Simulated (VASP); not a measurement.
Input of a VASP 6.6.1 run:

Contents of INCAR:

```
SYSTEM = SiC
PREC     = Accurate       ! precision mode
ENCUT    = 520            ! plane-wave cutoff, eV
EDIFF    = 1E-7           ! SCF threshold, eV
ISMEAR   = 0              ! smearing method
SIGMA    = 0.05           ! smearing width, eV
LREAL    = .False.        ! projectors in reciprocal space
LASPH    = .True.         ! aspherical terms in the spheres
NELM     = 60             ! most SCF steps
ALGO     = Normal         ! electronic algorithm
ISIF     = 2              ! what is computed and relaxed
LWAVE    = .False.        ! write WAVECAR
LCHARG   = .True.         ! write CHGCAR
GGA      = PS             ! functional
LELF     = .True.         ! ELF
LVHAR    = .True.       
NBANDS   = 11             ! bands
```

Contents of KPOINTS:

```
Automatic mesh
0
Gamma
  20 20 20
  0 0 0
```

The input POSCAR:

```
SiC
1.0
    0.0000000000      1.9898111210      1.9898111210
    1.9898111210      0.0000000000      1.9898111210
    1.9898111210      1.9898111210      0.0000000000
C Si
1 1
Direct
    0.0000000000      0.0000000000      0.0000000000
    0.5000000000      0.5000000000      0.5000000000
```

Potentials or basis: VASP PAW PBE potentials, release 64 (C, Si).

Run with:

```sh
$ cat potpaw_PBE.64/C/POTCAR potpaw_PBE.64/Si/POTCAR > POTCAR
$ mpirun -np 1 vasp_std > vasp.out
```

(1) Estimate the pressure.

(2) Estimate the band gap on the k mesh.

Answers

(1) 12.1 GPa.

(2) zero (band 4 reaches 13.24 eV, above the bottom of band 5 at 12.59 eV).

Caveat: the PAW data sets were made with another functional, which shifts forces and pressure a little.
